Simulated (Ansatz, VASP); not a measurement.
## One calculation of KTaO3, two programs

INCAR

```
ALGO = Normal ; EDIFF = 1E-6
ENCUT = 520 ; GGA = PE
ISIF = 2 ; ISMEAR = 0
LASPH = T ; LCHARG = F
LREAL = F ; LWAVE = F
NBANDS = 27 ; NELM = 100
PREC = Accurate ; SIGMA = 0.05
```

Contents of KPOINTS:

```
k-points
0
Gamma
  8 8 8
```

Contents of POSCAR:

```
KTaO3
1.0
    4.0473111327      0.0000000000      0.0000000000
    0.0000000000      4.0473111327      0.0000000000
    0.0000000000      0.0000000000      4.2986491540
K Ta O
1 1 3
Direct
    0.5000000000      0.5000000000      0.5000000000
    0.0000000000      0.0000000000      0.0000000000
    0.5000000000      0.0000000000      0.0000000000
    0.0000000000      0.5000000000      0.0000000000
    0.0000000000      0.0000000000      0.5000000000
```

Input for Ansatz:

```yaml
crystal:
  lattice:
    - [4.0473111327, 0.0, 0.0]
    - [0.0, 4.0473111327, 0.0]
    - [0.0, 0.0, 4.298649154]
  atoms:
    - { symbol: K, position: [0.5, 0.5, 0.5] }
    - { symbol: Ta, position: [0.0, 0.0, 0.0] }
    - { symbol: O, position: [0.5, 0.0, 0.0] }
    - { symbol: O, position: [0.0, 0.5, 0.0] }
    - { symbol: O, position: [0.0, 0.0, 0.5] }
basis:
  ecutwfc: 520.0
kpoints:
  mp_grid: { grid: [8, 8, 8] }
hamiltonian:
  xc: pbe
scf:
  occupations: { method: gaussian, width: 0.05 }
output:
  forces: true
  stress: true
  eigenvalues: true
```

Alike in both runs: task single point; functional PBE; k mesh 8 × 8 × 8; occupations gaussian, width 0.05 eV; no spin polarisation.

|  | VASP | Ansatz |
| --- | --- | --- |
| version | VASP 6.6.1 | Ansatz 0.2.0 |
| potentials or method | VASP PAW PBE potentials, release 64 (K_sv, Ta_pv, O), cutoff 520 eV | scalar-relativistic, plane waves, PAW |
| valence electrons in the cell | 38 | 40 |

|  | VASP | Ansatz | Ansatz less VASP |
| --- | --- | --- | --- |
| gap on the k mesh at the Fermi level (eV) | 1.86 | 1.90 | +0.039 |
| least direct gap on the mesh (eV) | 2.40 | 2.43 | +0.034 |
| pressure (GPa) | -10.8 | -11.2 | -0.37 |
| traceless stress, the component that is largest in VASP (GPa) | -9.02 | -8.90 | +0.126 |

VASP's potentials hold 38 valence electrons a cell and Ansatz's 40, so a difference there can come from the potentials and not from the codes.

Neither program's run includes spin-orbit coupling.
